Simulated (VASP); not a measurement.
# CoSi2 (R-3m) in VASP: single point with PBE

Aim: the single point of CoSi2 with PBE.

All numbers are computed with VASP 6.6.1; they aren't measurements. Logs are shortened: lines on timing, memory, paths and dates and some standing lists are left out, and cuts for length are marked.

**1. The cell of the first run**

The structure is trigonal, space group R-3m (No. 166). The conventional cell has a = 3.790 Å, b = 3.790 Å, c = 9.284 Å, α = 90.00°, β = 90.00°, γ = 120.00°. Co (site symmetry -3m) has 8 Si at 2.06 to 2.42 Å within 2.7 Å. Within 2.7 Å of Si (site symmetry 3m) lie 4 Co at 2.06 to 2.42 Å and 3 Si at 2.42 Å.

**2. Single point, PBE (atoms displaced along a vibrational mode)**

Input file INCAR:

```
ALGO = Normal
EDIFF = 1E-7
ENCUT = 520
GGA = PE
ISIF = 2
ISMEAR = 0
LASPH = True
LCHARG = False
LREAL = False
LWAVE = False
NBANDS = 16
NELM = 80
PREC = Accurate
SIGMA = 0.15
```

Input file KPOINTS:

```
k-points
0
Gamma
  16 16 16
```

Input file POSCAR:

```
CoSi2
1.0
    0.0000000000      2.6799390597      2.6799390597
    2.6799390597      0.0000000000      2.6799390597
    2.6799390597      2.6799390597      0.0000000000
Co Si
1 2
Direct
    0.0000000000      0.0000000000      0.0000000000
    0.2217242739      0.2217242739      0.2217242739
    0.7782757261      0.7782757261      0.7782757261
```

Potentials or basis: VASP PAW PBE potentials, release 64 (Co, Si).

Command:

```console
$ cat potpaw_PBE.64/Co/POTCAR potpaw_PBE.64/Si/POTCAR > POTCAR
$ mpirun -np 1 vasp_std > vasp.out
```

OUTCAR:

```text
EDIFF = 1E-7
   ENCUT = 520
   GGA = PE
   ISIF = 2
   ISMEAR = 0
   LASPH = True
   LREAL = False
   NELM = 80
   PREC = Accurate

 ion  position               nearest neighbor table
   1  0.000  0.000  0.000-   2 2.06   3 2.06   3 2.42   3 2.42   3 2.42   2 2.42   2 2.42   2 2.42

   2  0.222  0.222  0.222-   1 2.06   3 2.42   3 2.42   3 2.42   1 2.42   1 2.42   1 2.42   3 3.01
                             3 3.01   3 3.01
   3  0.778  0.778  0.778-   1 2.06   2 2.42   2 2.42   2 2.42   1 2.42   1 2.42   1 2.42   2 3.01
                             2 3.01   2 3.01

  LATTYP: Found a face centered cubic cell.
 ALAT       =     5.3598781194

  Lattice vectors:

 A1 = (   0.0000000000,   2.6799390597,   2.6799390597)
 A2 = (   2.6799390597,   0.0000000000,   2.6799390597)
 A3 = (   2.6799390597,   2.6799390597,   0.0000000000)

Analysis of symmetry for initial positions (statically):
=====================================================================
 Subroutine PRICEL returns:
 Original cell was already a primitive cell.

 Routine SETGRP: Setting up the symmetry group for a
 face centered cubic supercell.

 Subroutine GETGRP returns: Found 12 space group operations
 (whereof 12 operations were pure point group operations)
 out of a pool of 48 trial point group operations.

The static configuration has the point symmetry D_3d.

Analysis of symmetry for dynamics (positions and initial velocities):
=====================================================================
 Subroutine PRICEL returns:
 Original cell was already a primitive cell.

 Routine SETGRP: Setting up the symmetry group for a
 face centered cubic supercell.

 Subroutine GETGRP returns: Found 12 space group operations
 (whereof 12 operations were pure point group operations)
 out of a pool of 48 trial point group operations.

The dynamic configuration has the point symmetry D_3d.

 Subroutine INISYM returns: Found 12 space group operations
 (whereof 12 operations are pure point group operations),
 and found     1 'primitive' translations

----------------------------------------------------------------------------------------

                                     Primitive cell

  volume of cell :      38.4950

  direct lattice vectors                    reciprocal lattice vectors
     0.000000000  2.679939060  2.679939060    -0.186571407  0.186571407  0.186571407
     2.679939060  0.000000000  2.679939060     0.186571407 -0.186571407  0.186571407
     2.679939060  2.679939060  0.000000000     0.186571407  0.186571407 -0.186571407

  length of vectors
     3.790006165  3.790006165  3.790006165     0.323151155  0.323151155  0.323151155

  position of ions in fractional coordinates (direct lattice)
     0.000000000  0.000000000  0.000000000
     0.221724274  0.221724274  0.221724274
     0.778275726  0.778275726  0.778275726

  ion indices of the primitive-cell ions
   primitive index   ion index
                 1           1
                 2           2
                 3           3

----------------------------------------------------------------------------------------

 KPOINTS: k-points

Automatic generation of k-mesh.
 Grid dimensions read from file:
 generate k-points for:   16   16   16

 Generating k-lattice:

  Cartesian coordinates                     Fractional coordinates (reciprocal lattice)
    -0.011660713  0.011660713  0.011660713     0.062500000  0.000000000  0.000000000
     0.011660713 -0.011660713  0.011660713     0.000000000  0.062500000  0.000000000
     0.011660713  0.011660713 -0.011660713     0.000000000  0.000000000  0.062500000

  Length of vectors
     0.020196947  0.020196947  0.020196947

  Shift w.r.t. Gamma in fractional coordinates (k-lattice)
     0.000000000  0.000000000  0.000000000

 Subroutine IBZKPT returns following result:
 ===========================================

 Found    417 irreducible k-points:

 Following reciprocal coordinates:
            Coordinates               Weight
  0.000000  0.000000  0.000000      1.000000
  0.062500  0.000000  0.000000      6.000000
  0.062500  0.062500  0.062500      2.000000
  0.125000  0.000000  0.000000      6.000000
  0.125000  0.125000  0.125000      2.000000
  0.187500  0.000000  0.000000      6.000000
[... 16 lines left out ...]
  0.062500  0.062500 -0.125000      6.000000
  0.187500  0.125000  0.187500      6.000000
 [... further k-points ...]
   k-points           NKPTS =    417   k-points in BZ     NKDIM =    417   number of bands    NBANDS=     16
   number of dos      NEDOS =    301   number of ions     NIONS =      3
   total plane-waves  NPLWV =  21952
   dimension x,y,z NGX =    28 NGY =   28 NGZ =   28
   dimension x,y,z NGXF=    56 NGYF=   56 NGZF=   56
   ions per type =               1   2
   NGX,Y,Z   is equivalent  to a cutoff of  12.28, 12.28, 12.28 a.u.
   NGXF,Y,Z  is equivalent  to a cutoff of  24.56, 24.56, 24.56 a.u.
 SYSTEM =  unknown system
   PREC   = accura    normal or accurate (medium, high low for compatibility)
   ISTART =      0    job   : 0-new  1-cont  2-samecut
   ICHARG =      2    charge: 1-file 2-atom 10-const
   ISPIN  =      1    spin polarized calculation?
   LNONCOLLINEAR =      F non collinear calculations
   LSORBIT =      F    spin-orbit coupling
   LASPH  =      T    aspherical Exc in radial PAW
   ENCUT  =  520.0 eV  38.22 Ry    6.18 a.u.   7.05  7.05  7.05*2*pi/ulx,y,z
   NELM   =     80;   NELMIN=  2; NELMDL= -5     # of ELM steps
   EDIFF  = 0.1E-06   stopping-criterion for ELM
   LREAL  =      F    real-space projection
   EDIFFG = 0.1E-05   stopping-criterion for IOM
   NSW    =      0    number of steps for IOM
   IBRION =     -1    ionic relax: 0-MD 1-quasi-New 2-CG
   NFREE  =      0    steps in history (QN), initial steepest desc. (CG)
   ISIF   =      2    stress and relaxation
   ISYM   =      2    0-nonsym 1-usesym 2-fastsym
   POTIM  = 0.5000    time-step for ionic-motion
   TEBEG  =    0.0;   TEEND  =   0.0 temperature during run
   PSTRESS=    0.0 pullay stress
   NELECT =      17.0000    total number of electrons
   NUPDOWN=      -1.0000    fix difference up-down
   EMIN   =  10.00;   EMAX   =-10.00  energy-range for DOS
   EFERMI =   0.00;   METHOD = LEGACY
   ISMEAR =     0;   SIGMA  =   0.15  broadening in eV -4-tet -1-fermi 0-gaus
   EFERMI_NEDOS =   21; number of points for ismear=-14 and -15
   IALGO  =     38    algorithm
   IMIX   =      4    mixing-type and parameters
     AMIX     =   0.40;   BMIX     =  1.00
     AMIX_MAG =   1.60;   BMIX_MAG =  1.00
  volume/ion in A,a.u.               =      12.83        86.59
  Fermi-wavevector in a.u.,A,eV,Ry     =   1.246684  2.355890 21.146444  1.554220
  Thomas-Fermi vector in A             =   2.380850
   LORBIT       =      0    0 simple, 1 ext, 2 COOP (PROOUT), +10 PAW based schemes
   GGA     = PE    functional components
   LHFCALC =     F    Hartree Fock is set to
   AEXX    =    0.0000 exact exchange contribution
   IVDW    =     0    specifies the selected vdW correction
   LEPSILON=     F    determine dielectric tensor
   LRPA    =     F    only Hartree local field effects (RPA)
 non-spin polarized calculation
 Gauss-broadening in eV      SIGMA  =   0.15
  energy-cutoff  :      520.00
  volume of cell :       38.50
 maximum number of plane-waves:      1056
   NGX = 15   NGY = 15   NGZ = 15

 number of electron      16.9999994 magnetization

 Free energy of the ion-electron system (eV)
  ---------------------------------------------------
  ext. energy  EPLUGINS =         0.00000000
  ---------------------------------------------------
  free energy    TOTEN  =       -18.37243547 eV

  energy without entropy =      -18.36236159  energy(sigma->0) =      -18.36739853

 E-fermi :  10.1248     XC(G=0): -11.6916

 val. band max:       10.1204191790   @ k =  -0.1250   0.1250   0.0000
 cond. band min:      10.1264895867   @ k =   0.2500   0.1250   0.0000
 fundamental gap:      0.0060704077
 Fermi energy:        10.1247851274

 k-point     1 :       0.0000    0.0000    0.0000
  band No.  band energies     occupation
      1      -3.2501      2.00000
      2       5.7751      2.00000
      3       5.7751      2.00000
      4       5.8308      2.00000
      5       8.2328      2.00000
      6       8.2328      2.00000
[... 8 lines left out ...]
     15      15.7197      0.00000
     16      18.2356      0.00000

 k-point     2 :       0.0625    0.0000    0.0000
  band No.  band energies     occupation
      1      -3.1928      2.00000
      2       5.6368      2.00000
      3       5.7701      2.00000
      4       5.8508      2.00000
      5       8.2063      2.00000
      6       8.2285      2.00000
[... 8 lines left out ...]
     15      15.6878      0.00000
     16      17.7667      0.00000

 k-point     3 :       0.0625    0.0625    0.0625
  band No.  band energies     occupation
      1      -3.1909      2.00000
      2       5.7196      2.00000
      3       5.8121      2.00000
      4       5.8121      2.00000
      5       8.1957      2.00000
      6       8.1957      2.00000
[... 8 lines left out ...]
     15      15.6277      0.00000
     16      18.0218      0.00000

 k-point     4 :       0.1250    0.0000    0.0000
  band No.  band energies     occupation
      1      -3.0218      2.00000
      2       5.2318      2.00000
      3       5.7537      2.00000
      4       5.9252      2.00000
      5       8.1421      2.00000
      6       8.2246      2.00000
[... 8 lines left out ...]
     15      15.6891      0.00000
     16      17.4004      0.00000
[... 324 lines left out ...]
 k-point    22 :       0.1875    0.0625    0.0000
  band No.  band energies     occupation
      1      -2.7936      2.00000
      2       4.8440      2.00000
      3       5.7280      2.00000
      4       6.0055      2.00000
      5       8.0083      2.00000
      6       8.2467      2.00000
[... 8 lines left out ...]
     15      16.1685      0.00000
     16      17.6953      0.00000

 k-point    23 :       0.0625    0.0625   -0.1250
  band No.  band energies     occupation
      1      -2.7967      2.00000
      2       4.7809      2.00000
      3       5.6930      2.00000
      4       5.9698      2.00000
      5       7.9810      2.00000
      6       8.3325      2.00000
[... 8 lines left out ...]
     15      16.0431      0.00000
     16      17.3729      0.00000

 k-point    24 :       0.1875    0.1250    0.1875
  band No.  band energies     occupation
      1      -2.7828      2.00000
      2       5.0554      2.00000
      3       6.0073      2.00000
      4       6.0089      2.00000
      5       7.8870      2.00000
      6       8.0931      2.00000
[... 8 lines left out ...]
     15      16.7665      0.00000
     16      17.8244      0.00000

 [... further k-points ...]

------------------------ aborting loop because EDIFF is reached ----------------------------------------

  FORCE on cell =-STRESS in cart. coord.  units (eV):
  Direction    XX          YY          ZZ          XY          YZ          ZX
  --------------------------------------------------------------------------------------
  -------------------------------------------------------------------------------------
  Total        2.9162876      2.9162876      2.9162876      3.8136578      3.8136578      3.8136578
  in kB      121.3769400    121.3769400    121.3769400    158.7258108    158.7258108    158.7258108
  external PRESSURE =     121.3769400 kB  Pullay stress =       0.0000000 kB

 VOLUME and BASIS-vectors are now :
 -----------------------------------------------------------------------------
  energy-cutoff  :      520.00
  volume of cell :       38.50
      direct lattice vectors                 reciprocal lattice vectors
     0.000000000  2.679939060  2.679939060    -0.186571407  0.186571407  0.186571407
     2.679939060  0.000000000  2.679939060     0.186571407 -0.186571407  0.186571407
     2.679939060  2.679939060  0.000000000     0.186571407  0.186571407 -0.186571407

 POSITION                                       TOTAL-FORCE (eV/Angst)
 -----------------------------------------------------------------------------------
      0.00000      0.00000      0.00000         0.000000     -0.000000     -0.000000
      1.18842      1.18842      1.18842         2.343315      2.343315      2.343315
      4.17146      4.17146      4.17146        -2.343315     -2.343315     -2.343315
 -----------------------------------------------------------------------------------
    total drift:                                0.000000     -0.000000     -0.000000

  FREE ENERGIE OF THE ION-ELECTRON SYSTEM (eV)
  ---------------------------------------------------
  free  energy   TOTEN  =       -18.3724354700 eV

  energy  without entropy=      -18.3623615889  energy(sigma->0) =      -18.36739853
```

It took 5.4 min on 1 thread of Intel Xeon Platinum 8375C at 2.90GHz (Ice Lake), shared host; peak memory 0.36 GiB.

What came out:

| Item | Value |
| --- | --- |
| Free energy | -18.3724 eV |
| Pressure | 12.1 GPa |
| Largest force | 4.059 eV/Å |
| Band gap on the k mesh | zero (an odd number of electrons rules out a gap without spin polarisation) |

Forces on the atoms (eV/Å):
```
Co   0.000  0.000  0.000
Si   2.343  2.343  2.343
Si  -2.343 -2.343 -2.343
```

Stress tensor (GPa, compression positive):
```
12.14 15.87 15.87
15.87 12.14 15.87
15.87 15.87 12.14
```

Caveat: the cell differs from its parent crystal (atoms displaced along a vibrational mode); the cell stands under pressure; the run has no spin polarisation, though such a crystal can be magnetic; forces of over 1 eV/Å act on the atoms, so gaps and moduli don't describe the material at rest.
